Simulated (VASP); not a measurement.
# H in VASP: further runs

H is run at these levels: PBE; tasks: single point.

All numbers are computed with VASP 6.6.1; they aren't measurements. Logs are shortened: lines on timing, memory, paths and dates and some standing lists are left out, and cuts for length are marked.

### Step 1. The cell of the first run

The cell holds an amorphous packing of atoms, 24 atoms: a = 7.114 Å, b = 7.114 Å, c = 7.114 Å, α = 90.00°, β = 90.00°, γ = 90.00°.

### Step 2. Single point, PBE

File INCAR:

```
PREC     = Accurate       # precision mode
ENCUT    = 520            # plane-wave cutoff, eV
EDIFF    = 1E-7           # SCF threshold, eV
ISMEAR   = -1             # smearing method
SIGMA    = 0.002          # smearing width, eV
LREAL    = Auto         
LASPH    = True           # aspherical terms in the spheres
NELM     = 100            # most SCF steps
ALGO     = Normal         # electronic algorithm
ISIF     = 2              # what is computed and relaxed
LWAVE    = False          # write WAVECAR
LCHARG   = False          # write CHGCAR
GGA      = PE             # functional
NBANDS   = 30             # bands
```

File KPOINTS:

```
Automatic mesh
0
Gamma
  1 1 1
```

File POSCAR:

```
H
1.0
    7.1137870000      0.0000000000      0.0000000000
    0.0000000000      7.1137870000      0.0000000000
    0.0000000000      0.0000000000      7.1137870000
H
24
Direct
    0.5793538660      1.0714265131      0.5465021654
    0.6503708925      1.0241521148      0.4745433058
    0.8175111231      0.4163323979      0.7437810550
    0.7465924971      0.3611578474      0.6868212388
    0.1835590523      0.4860561611     -0.1293825637
    0.1759400443      0.4883615436     -0.0284799081
    0.5833320565      0.5336117036      0.9170642866
    0.5166446507      0.5535307706      0.9736586153
    0.9160240530      0.7317480830      0.8546362156
    0.9424094368      0.8273230559      0.8740070514
    0.4595302052      0.3541995283      0.4458806540
    0.3984656836      0.2675227695      0.4185815516
    0.3208839399      0.8569978269     -0.0544857472
    0.4200294442      0.8277728866     -0.0852569806
    0.4810939658      0.6396733554      0.5567358146
    0.4093740788      0.6183626246      0.4913135577
    0.5921178129      1.1141042036      0.0128201758
    0.6519593572      1.1953829936      0.0170795105
    0.0278192192      0.2315784827      0.5332321589
    0.1251513434      0.2196860828      0.5512675597
    0.9185262364      0.9631859936      0.2157641211
    0.8313996469      0.9166144558      0.2681553440
   -0.1448314379      0.5084071255      0.2409968137
   -0.0483286891      0.4754289101      0.2876105231
```

Potentials or basis: VASP PAW PBE potentials, release 64 (H).

Launch:

```
cat potpaw_PBE.64/H/POTCAR > POTCAR
mpirun -np 1 vasp_gam > vasp.out
```

OUTCAR:

```text
PREC = Accurate
   ENCUT = 520
   EDIFF = 1E-7
   ISMEAR = -1
   LREAL = Auto
   LASPH = True
   NELM = 100
   ISIF = 2
   GGA = PE

 ion  position               nearest neighbor table
   1  0.579  0.071  0.547-   2 0.79
   2  0.650  0.024  0.475-   1 0.79
   3  0.818  0.416  0.744-   4 0.76
   4  0.747  0.361  0.687-   3 0.76
   5  0.184  0.486  0.871-   6 0.72
   6  0.176  0.488  0.972-   5 0.72
[... 16 lines left out ...]
  23  0.855  0.508  0.241-  24 0.80
  24  0.952  0.475  0.288-  23 0.80

  LATTYP: Found a simple cubic cell.
 ALAT       =     7.1137870000

  Lattice vectors:

 A1 = (   7.1137870000,   0.0000000000,   0.0000000000)
 A2 = (   0.0000000000,   7.1137870000,   0.0000000000)
 A3 = (   0.0000000000,   0.0000000000,   7.1137870000)

Analysis of symmetry for initial positions (statically):
=====================================================================
 Subroutine PRICEL returns:
 Original cell was already a primitive cell.

 Routine SETGRP: Setting up the symmetry group for a
 simple cubic supercell.

 Subroutine GETGRP returns: Found  1 space group operations
 (whereof  1 operations were pure point group operations)
 out of a pool of 48 trial point group operations.

The static configuration has the point symmetry C_1 .

Analysis of symmetry for dynamics (positions and initial velocities):
=====================================================================
 Subroutine PRICEL returns:
 Original cell was already a primitive cell.

 Routine SETGRP: Setting up the symmetry group for a
 simple cubic supercell.

 Subroutine GETGRP returns: Found  1 space group operations
 (whereof  1 operations were pure point group operations)
 out of a pool of 48 trial point group operations.

The dynamic configuration has the point symmetry C_1 .

 Subroutine INISYM returns: Found  1 space group operations
 (whereof  1 operations are pure point group operations),
 and found     1 'primitive' translations

----------------------------------------------------------------------------------------

                                     Primitive cell

  volume of cell :     360.0001

  direct lattice vectors                    reciprocal lattice vectors
     7.113787000  0.000000000  0.000000000     0.140572103  0.000000000  0.000000000
     0.000000000  7.113787000  0.000000000     0.000000000  0.140572103  0.000000000
     0.000000000  0.000000000  7.113787000     0.000000000  0.000000000  0.140572103

  length of vectors
     7.113787000  7.113787000  7.113787000     0.140572103  0.140572103  0.140572103

  position of ions in fractional coordinates (direct lattice)
     0.579353866  0.071426513  0.546502165
     0.650370892  0.024152115  0.474543306
     0.817511123  0.416332398  0.743781055
     0.746592497  0.361157847  0.686821239
     0.183559052  0.486056161  0.870617436
     0.175940044  0.488361544  0.971520092
[... 16 lines left out ...]
     0.855168562  0.508407125  0.240996814
     0.951671311  0.475428910  0.287610523

  ion indices of the primitive-cell ions
   primitive index   ion index
                 1           1
                 2           2
                 3           3
                 4           4
                 5           5
                 6           6
[... 16 lines left out ...]
                23          23
                24          24

----------------------------------------------------------------------------------------

 KPOINTS: Automatic mesh

Automatic generation of k-mesh.
 Grid dimensions read from file:
 generate k-points for:    1    1    1

 Generating k-lattice:

  Cartesian coordinates                     Fractional coordinates (reciprocal lattice)
     0.140572103  0.000000000  0.000000000     1.000000000  0.000000000  0.000000000
     0.000000000  0.140572103  0.000000000     0.000000000  1.000000000  0.000000000
     0.000000000  0.000000000  0.140572103     0.000000000  0.000000000  1.000000000

  Length of vectors
     0.140572103  0.140572103  0.140572103

  Shift w.r.t. Gamma in fractional coordinates (k-lattice)
     0.000000000  0.000000000  0.000000000

 Subroutine IBZKPT returns following result:
 ===========================================

 Found      1 irreducible k-points:

 Following reciprocal coordinates:
            Coordinates               Weight
  0.000000  0.000000  0.000000      1.000000
   k-points           NKPTS =      1   k-points in BZ     NKDIM =      1   number of bands    NBANDS=     30
   number of dos      NEDOS =    301   number of ions     NIONS =     24
   total plane-waves  NPLWV = 157464
   dimension x,y,z NGX =    54 NGY =   54 NGZ =   54
   dimension x,y,z NGXF=   108 NGYF=  108 NGZF=  108
   ions per type =              24
   NGX,Y,Z   is equivalent  to a cutoff of  12.62, 12.62, 12.62 a.u.
   NGXF,Y,Z  is equivalent  to a cutoff of  25.24, 25.24, 25.24 a.u.
 SYSTEM =  unknown system
   PREC   = accura    normal or accurate (medium, high low for compatibility)
   ISTART =      0    job   : 0-new  1-cont  2-samecut
   ICHARG =      2    charge: 1-file 2-atom 10-const
   ISPIN  =      1    spin polarized calculation?
   LNONCOLLINEAR =      F non collinear calculations
   LSORBIT =      F    spin-orbit coupling
   LASPH  =      T    aspherical Exc in radial PAW
   ENCUT  =  520.0 eV  38.22 Ry    6.18 a.u.  13.23 13.23 13.23*2*pi/ulx,y,z
   NELM   =    100;   NELMIN=  2; NELMDL= -5     # of ELM steps
   EDIFF  = 0.1E-06   stopping-criterion for ELM
   LREAL  =      T    real-space projection
   EDIFFG = 0.1E-05   stopping-criterion for IOM
   NSW    =      0    number of steps for IOM
   IBRION =     -1    ionic relax: 0-MD 1-quasi-New 2-CG
   NFREE  =      0    steps in history (QN), initial steepest desc. (CG)
   ISIF   =      2    stress and relaxation
   ISYM   =      2    0-nonsym 1-usesym 2-fastsym
   POTIM  = 0.5000    time-step for ionic-motion
   TEBEG  =    0.0;   TEEND  =   0.0 temperature during run
   PSTRESS=    0.0 pullay stress
   NELECT =      24.0000    total number of electrons
   NUPDOWN=      -1.0000    fix difference up-down
   EMIN   =  10.00;   EMAX   =-10.00  energy-range for DOS
   EFERMI =   0.00;   METHOD = LEGACY
   ISMEAR =    -1;   SIGMA  =   0.00  broadening in eV -4-tet -1-fermi 0-gaus
   EFERMI_NEDOS =   21; number of points for ismear=-14 and -15
   IALGO  =     38    algorithm
   IMIX   =      4    mixing-type and parameters
     AMIX     =   0.40;   BMIX     =  1.00
     AMIX_MAG =   1.60;   BMIX_MAG =  1.00
  volume/ion in A,a.u.               =      15.00       101.23
  Fermi-wavevector in a.u.,A,eV,Ry     =   0.663811  1.254421  5.995338  0.440645
  Thomas-Fermi vector in A             =   1.737305
   LORBIT       =      0    0 simple, 1 ext, 2 COOP (PROOUT), +10 PAW based schemes
   GGA     = PE    functional components
   LHFCALC =     F    Hartree Fock is set to
   AEXX    =    0.0000 exact exchange contribution
   IVDW    =     0    specifies the selected vdW correction
   LEPSILON=     F    determine dielectric tensor
   LRPA    =     F    only Hartree local field effects (RPA)
 non-spin polarized calculation
  energy-cutoff  :      520.00
  volume of cell :      360.00
 maximum number of plane-waves:      4886
 NGX is ok and might be reduce to    54
   NGX = 27   NGY = 27   NGZ = 27

 number of electron      23.9999996 magnetization

 Free energy of the ion-electron system (eV)
  ---------------------------------------------------
  ext. energy  EPLUGINS =         0.00000000
  ---------------------------------------------------
  free energy    TOTEN  =       -80.53923487 eV

  energy without entropy =      -80.53923487  energy(sigma->0) =      -80.53923487

 E-fermi :  -8.1069     XC(G=0):  -4.6328

 val. band max:       -8.1829085762   @ k =   0.0000   0.0000   0.0000
 cond. band min:       0.3170614336   @ k =   0.0000   0.0000   0.0000
 fundamental gap:      8.4999700099
 Fermi energy:        -8.1069074655

 k-point     1 :       0.0000    0.0000    0.0000
  band No.  band energies     occupation
      1     -10.8399      2.00000
      2     -10.2018      2.00000
      3      -9.7666      2.00000
      4      -9.5540      2.00000
      5      -9.5280      2.00000
      6      -9.2618      2.00000
[... 16 lines left out ...]
     23       2.7773      0.00000
     24       3.0615      0.00000
 [bands above 24 left out]

------------------------ aborting loop because EDIFF is reached ----------------------------------------

  FORCE on cell =-STRESS in cart. coord.  units (eV):
  Direction    XX          YY          ZZ          XY          YZ          ZX
  --------------------------------------------------------------------------------------
  -------------------------------------------------------------------------------------
  Total        2.2709083      2.1222952      2.2143538     -0.6423660      0.8075437     -0.7108703
  in kB       10.1066588      9.4452573      9.8549637     -2.8588446      3.5939667     -3.1637226
  external PRESSURE =       9.8022933 kB  Pullay stress =       0.0000000 kB

 VOLUME and BASIS-vectors are now :
 -----------------------------------------------------------------------------
  energy-cutoff  :      520.00
  volume of cell :      360.00
      direct lattice vectors                 reciprocal lattice vectors
     7.113787000  0.000000000  0.000000000     0.140572103  0.000000000  0.000000000
     0.000000000  7.113787000  0.000000000     0.000000000  0.140572103  0.000000000
     0.000000000  0.000000000  7.113787000     0.000000000  0.000000000  0.140572103

 POSITION                                       TOTAL-FORCE (eV/Angst)
 -----------------------------------------------------------------------------------
      4.12140      0.50811      3.88770         0.911768     -0.687033     -0.837731
      4.62660      0.17181      3.37580        -0.822406      0.479439      0.947995
      5.81560      2.96170      5.29110        -0.150711     -0.149803     -0.181850
      5.31110      2.56920      4.88590         0.179952      0.138600      0.122517
      1.30580      3.45770      6.19339         0.077265     -0.061783     -1.094257
      1.25160      3.47410      6.91119        -0.116293     -0.013891      1.092293
[... 16 lines left out ...]
      6.08349      3.61670      1.71440         1.227425     -0.419305      0.585624
      6.76999      3.38210      2.04600        -1.241332      0.417940     -0.591733
 -----------------------------------------------------------------------------------
    total drift:                                0.000241      0.000213      0.000908

  FREE ENERGIE OF THE ION-ELECTRON SYSTEM (eV)
  ---------------------------------------------------
  free  energy   TOTEN  =       -80.5392348660 eV

  energy  without entropy=      -80.5392348660  energy(sigma->0) =      -80.53923487
```

Run time: 22 s. Hardware: 1 thread of Intel Xeon 6975P-C (Granite Rapids), shared host; peak memory 0.37 GiB.

What came out:

```
Free energy            : -80.5392 eV
Pressure               : 1.0 GPa
Largest force          : 5.632 eV/Å
Band gap on the k mesh : 8.50 eV
```

Forces in eV/Å, atoms in the order of the input:
```
H    0.912 -0.687 -0.838
H   -0.822  0.479  0.948
H   -0.151 -0.150 -0.182
H    0.180  0.139  0.123
H    0.077 -0.062 -1.094
H   -0.116 -0.014  1.092
H    4.221 -1.272 -3.504
H   -4.158  1.225  3.583
H   -0.304 -1.071 -0.230
H    0.267  1.108  0.195
H   -0.614 -0.813 -0.310
H    0.530  0.784  0.164
H    0.534 -0.096 -0.176
H   -0.595  0.239  0.175
H    1.216  0.497  1.121
H   -1.201 -0.233 -1.063
H   -0.703 -0.940 -0.053
H    0.680  0.943  0.049
H   -1.549  0.156 -0.278
H    1.547 -0.207  0.285
H   -1.071 -0.591  0.669
H    1.132  0.568 -0.669
H    1.227 -0.419  0.586
H   -1.241  0.418 -0.592
```

Caveat: the k points lie up to 0.88 Å⁻¹ apart.

### Step 3. Single point, PBE

File INCAR:

```
SYSTEM = H
ALGO = Normal
EDIFF = 1E-6
ENCUT = 520
GGA = PE
ISIF = 2
ISMEAR = -1
LASPH = .TRUE.
LCHARG = .TRUE.
LELF = .TRUE.
LREAL = Auto
LVHAR = .TRUE.
LWAVE = .FALSE.
NBANDS = 30
NELM = 60
PREC = Accurate
SIGMA = 0.002
```

File KPOINTS:

```
k-points
0
G
  1 1 1
  0 0 0
```

File POSCAR:

```
H
1.0
    7.1137870000      0.0000000000      0.0000000000
    0.0000000000      7.1137870000      0.0000000000
    0.0000000000      0.0000000000      7.1137870000
H
24
Direct
    0.5726064050      0.9999174842      0.4728845550
    0.6592550494      0.9356760330      0.4751758803
    0.7757471513      0.4122839213      0.6445090358
    0.7443995723      0.4461617982      0.7380597704
    0.1742531791      0.3781249003     -0.0852991522
    0.1954936239      0.4711695754     -0.0352835979
    0.5772874560      0.5263019542      1.0140449805
    0.4834696344      0.5399233910      0.9703973425
    0.9308403527      0.6614901458      0.8359682403
    0.8899338707      0.7519623514      0.8905945596
    0.4335805950      0.2400830950      0.3667385599
    0.4092616211      0.3367264159      0.4068156665
    0.4230939161      0.9470623734     -0.1883103894
    0.3981001961      0.8791941620     -0.1183195392
    0.5334289598      0.6912211456      0.5270048147
    0.4617653017      0.6667897141      0.4448263632
    0.5901498035      1.0587750238      0.0575080474
    0.6073839433      1.1626718652      0.0403582508
    0.0249093767      0.2635726934      0.5155481883
    0.1087044074      0.2845601084      0.5740964693
    0.9588844873      1.0181356287      0.1737752339
    0.9820929415      0.9239242052      0.1978552352
   -0.1254184304      0.4727299257      0.2550961956
   -0.0263432121      0.4950246613      0.2663419639
```

Potentials or basis: VASP PAW PBE potentials, release 64 (H).

Launch:

```
cat potpaw_PBE.64/H/POTCAR > POTCAR
mpirun -np 1 vasp_gam > vasp.out
```

Wall time 20 s (1 thread of Intel Xeon 6975P-C (Granite Rapids), shared host); peak memory 0.37 GiB.

Results (log left out):

* Free energy: -80.8891 eV
* Pressure: 0.3 GPa
* Largest force: 1.701 eV/Å
* Band gap on the k mesh: 8.50 eV

Forces in eV/Å, atoms in the order of the input:
```
H    0.597 -0.199  0.024
H   -0.428  0.548 -0.028
H    0.025 -0.120 -0.217
H   -0.129  0.031  0.168
H    0.093  0.464  0.258
H   -0.164 -0.517 -0.270
H    0.234  0.017  0.129
H   -0.155  0.026 -0.078
H   -0.582  1.374  0.817
H    0.613 -1.263 -0.776
H   -0.089  0.426  0.156
H    0.130 -0.381 -0.163
H    0.263  0.801 -0.920
H   -0.384 -0.903  0.815
H   -1.004 -0.491 -1.049
H    0.838  0.118  1.038
H    0.122  0.430 -0.023
H   -0.015 -0.309  0.108
H   -0.140 -0.087 -0.105
H    0.190  0.004  0.131
H   -0.336  1.409 -0.353
H    0.367 -1.406  0.369
H   -0.829 -0.152 -0.102
H    0.785  0.180  0.073
```

Stress tensor (GPa, compression positive):
```
 0.40  0.35 -0.08
 0.35  0.40 -0.55
-0.08 -0.55  0.12
```

Levels at points of the mesh, in eV from the valence-band top:
| k point | band 8 | band 9 | band 10 | band 11 | band 12 | band 13 | band 14 | band 15 | band 16 | band 17 |
| --- | --- | --- | --- | --- | --- | --- | --- | --- | --- | --- |
| (0.00, 0.00, 0.00) | -0.75 | -0.55 | -0.35 | -0.12 | 0.00 | 8.50 | 9.07 | 9.26 | 9.60 | 9.83 |

Caveat: the k points lie up to 0.88 Å⁻¹ apart.

### Step 4. Single point, PBE

File INCAR:

```
SYSTEM = H
  ALGO = Normal
  EDIFF = 1E-6
  ENCUT = 520
  GGA = PE
  ISIF = 2
  ISMEAR = -1
  LASPH = .TRUE.
  LCHARG = .TRUE.
  LELF = .TRUE.
  LREAL = Auto
  LVHAR = .TRUE.
  LWAVE = .FALSE.
  NBANDS = 30
  NELM = 80
  PREC = Accurate
  SIGMA = 0.002
```

KPOINTS is that of step 3.

File POSCAR:

```
H
1.0
    7.1137870000      0.0000000000      0.0000000000
    0.0000000000      7.1137870000      0.0000000000
    0.0000000000      0.0000000000      7.1137870000
H
24
Direct
    0.6871445547      1.0119504562      0.4359422063
    0.7223578665      0.9992286809      0.5244323452
    0.6622070636      0.3994918600      0.6493868877
    0.7479982181      0.4378821013      0.7014829092
    0.1979676929      0.3097928009      0.0070426624
    0.1874388423      0.4021767871     -0.0444629562
    0.6071168563      0.5703994230      1.1058947927
    0.6027169495      0.4727018113      1.0383780116
    0.9221951683      0.6195434302      0.8663880434
    0.8754408868      0.6976452908      0.9113992308
    0.4111734017      0.3308786164      0.3604690441
    0.4642393707      0.2500777715      0.3286716344
    0.4445030474      0.9462611124     -0.2434287110
    0.3862359106      1.0141012094     -0.3071500454
    0.5432830643      0.6581164153      0.4832025474
    0.4753023952      0.6333335536      0.4101893970
    0.6824353892      1.0867067007      0.1485847130
    0.5971784086      1.1335874971      0.1055555923
    0.0816723919      0.2246061064      0.5063547728
    0.0866767588      0.3167651773      0.5627241861
    1.0548952337      1.0472902829      0.1181086811
    1.1000610505      0.9504079894      0.0916389540
   -0.1363830545      0.5409495674      0.2527908131
   -0.0496219524      0.5452510737      0.2008072494
```

Launch:

```
cat potpaw_PBE.64/H/POTCAR > POTCAR
mpirun -np 1 vasp_gam > vasp.out
```

Wall time 23 s (1 thread of Intel Xeon 6975P-C (Granite Rapids), shared host); peak memory 0.37 GiB.

The run converged. Its results:

* Free energy: -80.7615 eV
* Pressure: 0.4 GPa
* Largest force: 2.840 eV/Å
* Band gap on the k mesh: 8.74 eV

Forces in eV/Å, atoms in the order of the input:
```
H   -0.995  0.352 -2.566
H    1.074 -0.370  2.603
H    0.397  0.129  0.228
H   -0.431 -0.218 -0.239
H   -0.008  0.217 -0.131
H    0.042 -0.175  0.100
H   -0.206 -2.102 -1.496
H   -0.015  2.120  1.382
H    0.517 -0.691 -0.486
H   -0.411  0.811  0.389
H   -0.533  0.708  0.330
H    0.433 -0.714 -0.219
H   -0.545  0.605 -0.535
H    0.498 -0.597  0.597
H    0.416  0.206  0.464
H   -0.450 -0.108 -0.472
H   -0.193  0.091 -0.213
H    0.273 -0.180  0.021
H    0.023  0.550  0.352
H   -0.039 -0.568 -0.337
H    0.428 -0.950 -0.238
H   -0.440  0.912  0.261
H   -0.818 -0.066  0.645
H    0.985  0.037 -0.441
```

Stress tensor (GPa, compression positive):
```
 0.72 -0.02 -0.10
-0.02 -0.59 -0.39
-0.10 -0.39  0.95
```

Levels at points of the mesh, in eV from the valence-band top:
```csv
k point,band 10,band 11,band 12,band 13,band 14,band 15
"(0.00, 0.00, 0.00)",-0.45,-0.25,0.00,8.74,8.98,9.32
```

Caveat: the k points lie up to 0.88 Å⁻¹ apart.
